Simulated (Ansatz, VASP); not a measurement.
**LiH: VASP beside Ansatz**

File INCAR:

```
PREC = Accurate
ENCUT = 520
EDIFF = 1E-8
ISMEAR = -1
SIGMA = 0.03
LREAL = F
LASPH = T
NELM = 80
ALGO = Normal
ISIF = 2
LWAVE = F
LCHARG = F
GGA = PE
LEFG = T
NBANDS = 9
```

File KPOINTS:

```
regular mesh
0
Gamma
  11 11 11
```

POSCAR

```
LiH
1.0
    0.0000000000      2.0636910806      1.9715250000
    2.0636910806      0.0000000000      1.9715250000
    2.0636910806      2.0636910806      0.0000000000
Li H
1 1
Direct
    0.0000000000      0.0000000000      0.0000000000
    0.5000000000      0.5000000000      0.5000000000
```

Input for Ansatz:

```yaml
crystal:
  lattice:
    - [0.0, 2.0636910806, 1.971525]
    - [2.0636910806, 0.0, 1.971525]
    - [2.0636910806, 2.0636910806, 0.0]
  atoms:
    - { symbol: Li, position: [0.0, 0.0, 0.0] }
    - { symbol: H, position: [0.5, 0.5, 0.5] }
kpoints:
  mp_grid: { grid: [11, 11, 11] }
scf:
  occupations: { method: fermi_dirac, width: 0.03 }
hamiltonian:
  xc: pbe
  pseudopotentials: { kind: all_electron, datasets: crystal }
output:
  forces: true
  stress: true
  eigenvalues: true
  efg: { contact_densities: true }
```

Change from the starting cell: z stretched by -3 % at fixed volume, crystal datasets.

Alike in both runs: task electric field gradients; functional PBE; k mesh 11 × 11 × 11; occupations fermi-dirac, width 0.03 eV; no spin polarisation.

|  | VASP | Ansatz |
| --- | --- | --- |
| version | VASP 6.6.1 | Ansatz 0.2.0 |
| potentials or method | VASP PAW PBE potentials, release 64 (Li_sv, H), cutoff 520 eV | all-electron PAW with datasets made for the crystal, scalar-relativistic |

```tsv
	VASP	Ansatz	Ansatz less VASP
gap on the k mesh at the Fermi level (eV)	2.80	2.80	+0.005
size of Vzz on the site where it differs most (V/Å²)	0.3	0.4	+0.13
```

Ansatz ran all-electron here, and VASP with PAW potentials.

Noted on VASP's run: the cutoff is short for stress, so the pressure is rough.
